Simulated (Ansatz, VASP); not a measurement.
**BaTiO3: VASP beside Ansatz**

File INCAR:

```
  PREC = Accurate
  ENCUT = 600
  EDIFF = 1E-6
  ISMEAR = -1
  SIGMA = 0.05
  LREAL = False
  LASPH = True
  NELM = 60
  ALGO = Normal
  ISIF = 3
  LWAVE = False
  LCHARG = False
  GGA = PS
  IVDW = 13
  IBRION = 2
  NSW = 60
  EDIFFG = -0.01
```

The input KPOINTS:

```
regular mesh
0
Gamma
  7 7 7
```

The input POSCAR:

```
BaTiO3
1.0
    4.0060000000      0.0000000000      0.0000000000
    0.0000000000      4.0060000000      0.0000000000
    0.0000000000      0.0000000000      4.0060000000
Ba Ti O
1 1 3
Direct
    0.5000000000      0.5000000000      0.5000000000
    0.0000000000      0.0000000000      0.0000000000
    0.0000000000      0.0000000000      0.5000000000
    0.0000000000      0.5000000000      0.0000000000
    0.5000000000      0.0000000000      0.0000000000
```

File input.yaml:

```yaml
crystal:
  lattice:
    - [4.006, 0.0, 0.0]
    - [0.0, 4.006, 0.0]
    - [0.0, 0.0, 4.006]
  atoms:
    - { symbol: Ba, position: [0.5, 0.5, 0.5] }
    - { symbol: Ti, position: [0.0, 0.0, 0.0] }
    - { symbol: O, position: [0.0, 0.0, 0.5] }
    - { symbol: O, position: [0.0, 0.5, 0.0] }
    - { symbol: O, position: [0.5, 0.0, 0.0] }
hamiltonian:
  xc: pbesol
  pseudopotentials: { kind: paw }
  dispersion: d4
kpoints:
  mp_grid: { grid: [7, 7, 7] }
scf:
  occupations: { method: fermi_dirac, width: 0.05 }
output:
  forces: true
  stress: true
  eigenvalues: true
relax:
  f_tol: 0.01
  max_steps: 40
  cell: { stress_tol: 0.05 }
```

Alike in both runs: task relaxation of cell and atoms; functional PBEsol; dispersion D4; k mesh 7 × 7 × 7; occupations fermi-dirac, width 0.05 eV; no spin polarisation.

|  | VASP | Ansatz |
| --- | --- | --- |
| version | VASP 6.6.1 | Ansatz 0.2.0 |
| potentials or method | VASP PAW PBE potentials, release 64 (Ba_sv, Ti_sv, O) | Ansatz PAW |
| plane-wave cutoff (eV) | 600 | 420 |
| valence electrons in the cell | 40 | 40 |

Ansatz gave:

```
gap on the k mesh at the Fermi level, each at its own relaxed structure (eV) : 1.90
relaxed volume (Å³/atom)                                                     : 12.39
relaxed cell length with the largest relative difference (Å)                 : 3.957
```

Task: What did VASP give for the same quantities?

Result: gap on the k mesh at the Fermi level, each at its own relaxed structure (eV): 1.81; relaxed volume (Å³/atom): 12.52; relaxed cell length with the largest relative difference (Å): 3.970.

VASP's potentials were made for PBE, not for PBEsol.

Neither program's run includes spin-orbit coupling. Noted on Ansatz's run: odd divisions of the mesh miss points on the zone boundary, where band edges often lie, so the gap on the mesh can be too wide; the plane-wave basis is chosen anew once the cell has moved, so the energies of steps on either side of that aren't comparable.
